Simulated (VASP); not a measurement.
Set up this calculation in VASP 6.6.1, as the native input.

| Item | Value |
| --- | --- |
| Task | single point |
| Functional | PBE |
| Potentials or basis | VASP PAW PBE potentials, release 64 (Ca_sv) |
| Cutoff | 520 eV |
| k mesh | 12 × 12 × 12 |
| Occupations | fermi-dirac, width 0.05 eV |
| Spin | no spin polarisation |
| Dipole correction | no |
| Further INCAR settings | ALGO = Normal; EDIFF = 1e-06; NBANDS = 11 |

The structure of Ca lies in POSCAR:

```
Ca
1.0
   -2.1012887025      2.1012887025      2.1012887025
    2.1012887025     -2.1012887025      2.1012887025
    2.1012887025      2.1012887025     -2.1012887025
Ca
1
Direct
    0.0000000000      0.0000000000      0.0000000000
```

This cell differs from its parent crystal: volume scaled by 0.88.

The input as run:

INCAR

```
ALGO = Normal ; EDIFF = 1E-6
ENCUT = 520 ; GGA = PE
ISIF = 2 ; ISMEAR = -1
LASPH = T ; LCHARG = F
LREAL = F ; LWAVE = F
NBANDS = 11 ; NELM = 100
PREC = Accurate ; SIGMA = 0.05
```

KPOINTS

```
k-points
0
Gamma
  12 12 12
```

Potentials or basis: VASP PAW PBE potentials, release 64 (Ca_sv).

The run is started by

```console
$ cat potpaw_PBE.64/Ca_sv/POTCAR > POTCAR
$ mpirun -np 1 vasp_std > vasp.out
```

It gave:

```yaml
Pressure: 2.5 GPa
Band_gap_on_the_k_mesh: zero (band 5 reaches 2.92 eV, above the bottom of band 6 at 2.44 eV)
```

Wall time 23 s on 1 thread of AMD EPYC 7R43 64-Core Processor (Zen 3), on a shared host, peak memory 0.14 GiB.
